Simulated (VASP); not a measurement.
Input of a VASP 6.6.1 run:

INCAR

```
SYSTEM = C
PREC = Accurate ; ENCUT = 520
EDIFF = 1E-6 ; ISMEAR = 0
SIGMA = 0.15 ; LREAL = .False.
LASPH = .True. ; NELM = 80
ALGO = Normal ; ISIF = 2
LWAVE = .False. ; LCHARG = .False.
GGA = PE ; IVDW = 12
NBANDS = 16
```

The input KPOINTS:

```
Automatic mesh
0
Gamma
  18 12 10
  0 0 0
```

File POSCAR:

```
C
1.0
   -2.4646600698      0.0000000000      0.0000000000
    0.0000000000      0.0000000000     -3.5719696368
    0.0000000000     -4.2689164642      0.0000000000
C
4
Direct
    0.5000000000      0.0000000000      0.1919658265
    0.0000000000      0.0000000000      0.6638556489
    0.0000000000      0.0000000000      0.3080341735
    0.5000000000      0.0000000000      0.8361443511
```

Potentials or basis: VASP PAW PBE potentials, release 64 (C).

Launch:

```sh
$ cat potpaw_PBE.64/C/POTCAR > POTCAR
$ mpirun -np 1 vasp_std > vasp.out
```

Task: Predict the dispersion energy per atom.

Result: -0.143 eV.

Task: Predict the pressure.

Result: 6.1 GPa.

Task: Predict the largest force.

Result: 9.148 eV/Å.

Forces in eV/Å, atoms in the order of the input:
```
C    0.000  9.148  0.000
C    0.000 -0.266  0.000
C    0.000 -9.148  0.000
C    0.000  0.266  0.000
```

Caveat: the cell differs from its parent crystal (atoms displaced along a vibrational mode); the cell stands under pressure; forces of over 1 eV/Å act on the atoms, so gaps and moduli don't describe the material at rest.
